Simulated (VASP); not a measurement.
The system is TlRe3.

```xyz
4
Lattice="-2.0092 2.0092 4.4880 2.0092 -2.0092 4.4880 2.0092 2.0092 -4.4880" Properties=species:S:1:pos:R:3 pbc="T T T"
Tl    0.0000    0.0000    0.0000
Re    0.0000    0.0000    4.4880
Re    2.0092    0.0000    2.2440
Re    0.0000    2.0092    2.2440
```

| Property | Result |
| --- | --- |
| Program | VASP 6.6.1 |
| Task | relaxation of cell and atoms |
| Functional | PBE |
| Potentials or basis | VASP PAW PBE potentials, release 64 (Tl_d, Re) |
| Cutoff | 600 eV |
| k mesh | 6 × 6 × 6 |
| Occupations | gaussian, width 0.1 eV |
| Spin | no spin polarisation |

At the start: pressure -20.4 GPa; volume 18.12 Å³/atom.

Problem. How do energy, volume and symmetry change on relaxing?

Solution. Over 9 steps the energy falls by 126.4 meV/atom and the volume is 16.39 Å³/atom (-9.6 %); space group I4/mmm (No. 139, to 0.05 Å).

The path:
```
step  energy change (eV)  largest force (eV/Å)  pressure (GPa)  volume (Å³)
   1              0.0000                0.0000          -20.39        72.47
   2              3.8855                0.0000          121.69        50.87
   3             -0.4819                0.0000           -2.28        66.19
   4             -0.4861                0.0000           -0.68        65.77
   5             -0.4866                0.0000            0.11        65.57
   6             -0.5011                0.0000            0.16        65.51
   7             -0.5055                0.0000            0.39        65.45
   8             -0.5045                0.0000           -1.16        65.84
   9             -0.5056                0.0000            0.02        65.54
```

Final structure:
```xyz
4
Lattice="-1.9686 1.9686 4.2279 1.9686 -1.9686 4.2279 1.9686 1.9686 -4.2279" Properties=species:S:1:pos:R:3 pbc="T T T"
Tl    0.0000    0.0000    0.0000
Re    0.0000    0.0000    4.2279
Re    1.9686    0.0000    2.1140
Re    0.0000    1.9686    2.1140
```

Caveat: the k points lie up to 0.38 Å⁻¹ apart in the final cell.
